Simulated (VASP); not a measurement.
# BAs (F-43m) in VASP: settings compared, part 2 of 2

VASP 6.6.1. Earlier steps stand in the parts before.

## (4) Relaxation of cell and atoms, PBE+D4

This run uses another cell than the first one, of 13.63 Å³/atom, 0.996 times its volume.

Input file INCAR:

```
PREC = Accurate ; ENCUT = 600
EDIFF = 1E-6 ; ISMEAR = 0
SIGMA = 0.01 ; LREAL = False
LASPH = True ; NELM = 80
ALGO = Normal ; ISIF = 3
LWAVE = False ; LCHARG = False
GGA = PE ; IVDW = 13
IBRION = 2 ; NSW = 80
EDIFFG = -0.05
```

Input file KPOINTS:

```
Automatic mesh
0
Gamma
  8 8 8
```

Input file POSCAR:

```
BAs
1.0
    0.0000000000      2.3885000000      2.3885000000
    2.3885000000      0.0000000000      2.3885000000
    2.3885000000      2.3885000000      0.0000000000
B As
1 1
Direct
    0.0000000000      0.0000000000      0.0000000000
    0.2500000000      0.2500000000      0.2500000000
```

On the command line:

```bash
> cat potpaw_PBE.64/B/POTCAR potpaw_PBE.64/As/POTCAR > POTCAR
> mpirun -np 1 vasp_std > vasp.out
```

It took 37 s on 1 thread of AMD EPYC 7R13, shared host; peak memory 0.13 GiB.

Results (log left out):

```
Free energy                            : -12.1570 eV
Relaxed volume                         : 13.53 Å³/atom
Relaxed cell                           : a = 3.370 Å, b = 3.370 Å, c = 3.370 Å, α = 60.00°, β = 60.00°, γ = 60.00°
Space group after relaxing (to 0.05 Å) : F-43m (No. 216)
Energy gained by relaxing              : 0.3 meV/atom
Ionic steps                            : 3
Pressure after relaxing                : 0.0 GPa
Band gap on the k mesh                 : 1.18 eV, indirect (least direct gap 3.29 eV)
Dispersion energy per atom             : -0.378 eV
```

The path:
| step | energy change (eV) | largest force (eV/Å) | pressure (GPa) | volume (Å³) |
| --- | --- | --- | --- | --- |
| 1 | 0.0000 | 0.0000 | -0.98 | 27.25 |
| 2 | -0.0003 | 0.0000 | 0.73 | 26.92 |
| 3 | -0.0006 | 0.0000 | 0.00 | 27.06 |

Final structure:
```
CELL_PARAMETERS angstrom
0.00000 2.38287 2.38287
2.38287 0.00000 2.38287
2.38287 2.38287 0.00000
ATOMIC_POSITIONS crystal
B 0.00000 0.00000 0.00000
As 0.25000 0.25000 0.25000
```

Levels at points of the mesh, in eV from the valence-band top:
| k point | band 1 | band 2 | band 3 | band 4 | band 5 | band 6 | band 7 | band 8 |
| --- | --- | --- | --- | --- | --- | --- | --- | --- |
| (0.00, 0.00, 0.00) | -15.47 | 0.00 | 0.00 | 0.00 | 3.29 | 3.29 | 3.29 | 4.78 |
| (0.50, 0.00, 0.00) | -12.57 | -8.84 | -1.83 | -1.83 | 2.73 | 4.79 | 4.79 | 8.88 |
| (0.50, 0.50, 0.00) | -11.24 | -8.57 | -4.11 | -4.11 | 1.42 | 1.43 | 11.43 | 11.43 |

A k mesh can miss the band edges. As with any semilocal functional, this PBE gap is likely too small.

## (5) Relaxation of cell and atoms, LDA

This run uses another cell than the first one, of 13.63 Å³/atom, 0.996 times its volume.

Input file INCAR:

```
SYSTEM = BAs
ALGO = Normal
EDIFF = 1E-6
EDIFFG = -0.05
ENCUT = 600
GGA = CA
IBRION = 2
ISIF = 3
ISMEAR = 0
LASPH = .TRUE.
LCHARG = .FALSE.
LREAL = .FALSE.
LWAVE = .FALSE.
NELM = 100
NSW = 80
PREC = Accurate
SIGMA = 0.01
```

Input file KPOINTS:

```
k-points
0
G
  8 8 8
  0 0 0
```

POSCAR is that of step 4.

Potentials or basis: VASP PAW LDA potentials, release 64 (B, As).

On the command line:

```bash
> cat potpaw_LDA.64/B/POTCAR potpaw_LDA.64/As/POTCAR > POTCAR
> mpirun -np 1 vasp_std > vasp.out
```

OUTCAR:

```text
SYSTEM = BAs
   EDIFF = 1E-6
   EDIFFG = -0.05
   ENCUT = 600
   GGA = CA
   IBRION = 2
   ISIF = 3
   ISMEAR = 0
   LASPH = .TRUE.
   LREAL = .FALSE.
   NELM = 100
   NSW = 80
   PREC = Accurate

 ion  position               nearest neighbor table
   1  0.000  0.000  0.000-   2 2.07   2 2.07   2 2.07   2 2.07
   2  0.250  0.250  0.250-   1 2.07   1 2.07   1 2.07   1 2.07

  LATTYP: Found a face centered cubic cell.
 ALAT       =     4.7770000000

  Lattice vectors:

 A1 = (   0.0000000000,   2.3885000000,   2.3885000000)
 A2 = (   2.3885000000,   0.0000000000,   2.3885000000)
 A3 = (   2.3885000000,   2.3885000000,   0.0000000000)

Analysis of symmetry for initial positions (statically):
=====================================================================
 Subroutine PRICEL returns:
 Original cell was already a primitive cell.

 Routine SETGRP: Setting up the symmetry group for a
 face centered cubic supercell.

 Subroutine GETGRP returns: Found 24 space group operations
 (whereof 24 operations were pure point group operations)
 out of a pool of 48 trial point group operations.

The static configuration has the point symmetry T_d .

Analysis of symmetry for dynamics (positions and initial velocities):
=====================================================================
[... 167 lines left out ...]
  Total       -0.5261220     -0.5261220     -0.5261220      0.0000000      0.0000000      0.0000000
  in kB      -30.9308138    -30.9308138    -30.9308138      0.0000000      0.0000000      0.0000000
  external PRESSURE =     -30.9308138 kB  Pullay stress =       0.0000000 kB
[... 59 lines left out ...]
--------------------------------------- Ionic step        3  -------------------------------------------

 number of electron       8.0000000 magnetization

 Free energy of the ion-electron system (eV)
  ---------------------------------------------------
  ext. energy  EPLUGINS =         0.00000000
  ---------------------------------------------------
  free energy    TOTEN  =       -12.92531608 eV

  energy without entropy =      -12.92531608  energy(sigma->0) =      -12.92531608

 E-fermi :   6.5315     XC(G=0): -10.8750

 val. band max:        6.4064045255   @ k =   0.0000   0.0000   0.0000
 cond. band min:       7.5250774525   @ k =   0.3750   0.3750   0.0000
 fundamental gap:      1.1186729271
 Fermi energy:         6.5315156606

 k-point     1 :       0.0000    0.0000    0.0000
  band No.  band energies     occupation
      1      -9.1701      2.00000
      2       6.4064      2.00000
      3       6.4064      2.00000
      4       6.4064      2.00000
      5       9.6838      0.00000
      6       9.6838      0.00000
      7       9.6838      0.00000
      8      11.3803      0.00000
[... 243 lines left out ...]
 k-point    24 :      -0.3750    0.2500    0.1250
  band No.  band energies     occupation
      1      -5.6545      2.00000
      2      -1.9717      2.00000
      3       1.7768      2.00000
      4       3.2591      2.00000
      5      10.3551      0.00000
      6      11.1958      0.00000
      7      13.9191      0.00000
      8      15.4790      0.00000

 [... further k-points ...]
[... 5 lines left out ...]
  --------------------------------------------------------------------------------------
  -------------------------------------------------------------------------------------
  Total       -0.0010454     -0.0010454     -0.0010454      0.0000000      0.0000000     -0.0000000
  in kB       -0.0628184     -0.0628184     -0.0628184      0.0000000      0.0000000     -0.0000000
  external PRESSURE =      -0.0628184 kB  Pullay stress =       0.0000000 kB
[... 17 lines left out ...]
  FREE ENERGIE OF THE ION-ELECTRON SYSTEM (eV)
  ---------------------------------------------------
  free  energy   TOTEN  =       -12.9253160849 eV

  energy  without entropy=      -12.9253160849  energy(sigma->0) =      -12.92531608

 reached required accuracy - stopping structural energy minimisation
```

It took 29 s on 1 thread of AMD EPYC 7R13, shared host; peak memory 0.12 GiB.

Results:

- Free energy: -12.9253 eV
- Relaxed volume: 13.33 Å³/atom
- Relaxed cell: a = 3.353 Å, b = 3.353 Å, c = 3.353 Å, α = 60.00°, β = 60.00°, γ = 60.00°
- Space group after relaxing (to 0.05 Å): F-43m (No. 216)
- Energy gained by relaxing: 2.9 meV/atom
- Ionic steps: 3
- Pressure after relaxing: 0.0 GPa
- Band gap on the k mesh: 1.12 eV, indirect (least direct gap 3.28 eV)

The path:
```csv
step,energy change (eV),largest force (eV/Å),pressure (GPa),volume (Å³)
1,0.0000,0.0000,-3.09,27.25
2,-0.0025,0.0000,2.51,26.23
3,-0.0058,0.0000,-0.01,26.66
```

Final structure:
```cif
data_structure
_symmetry_space_group_name_H-M 'P 1'
_symmetry_Int_Tables_number 1
_cell_length_a 3.3533
_cell_length_b 3.3533
_cell_length_c 3.3533
_cell_angle_alpha 60.000
_cell_angle_beta 60.000
_cell_angle_gamma 60.000
_cell_volume 26.66
loop_
_atom_site_label
_atom_site_type_symbol
_atom_site_fract_x
_atom_site_fract_y
_atom_site_fract_z
_atom_site_occupancy
B1 B 0.00000 0.00000 0.00000 1
As1 As 0.25000 0.25000 0.25000 1
```

A k mesh can miss the band edges. As with any semilocal functional, this LDA gap is likely too small.

## (6) Summary

```tsv
task	level	potentials or basis	cell	cutoff (eV)	gap on the mesh (eV)	pressure (GPa)	relaxed volume (Å³/atom)
single point	r2SCAN	VASP PAW PBE potentials, release 64 (B, As)	a = 3.383 Å, angles 60.0°, 2 atoms	520	1.39	0.2	-
relaxation of cell and atoms	RPBE	VASP PAW PBE potentials, release 64 (B, As)	relaxed from a = 3.378 Å, angles 60.0°, 2 atoms	600	1.27	0.0	14.23
relaxation of cell and atoms	PBE+D4	VASP PAW PBE potentials, release 64 (B, As)	relaxed from a = 3.378 Å, angles 60.0°, 2 atoms	600	1.18	0.0	13.53
relaxation of cell and atoms	LDA	VASP PAW LDA potentials, release 64 (B, As)	relaxed from a = 3.378 Å, angles 60.0°, 2 atoms	600	1.12	0.0	13.33
```

Alike in all rows: no spin polarisation; k mesh 8 × 8 × 8; smearing gaussian 0.01 eV.

Caveats: the PAW data sets were made with another functional, which shifts forces and pressure a little (some runs).

Absolute energies hang on the potentials; compare differences alone.
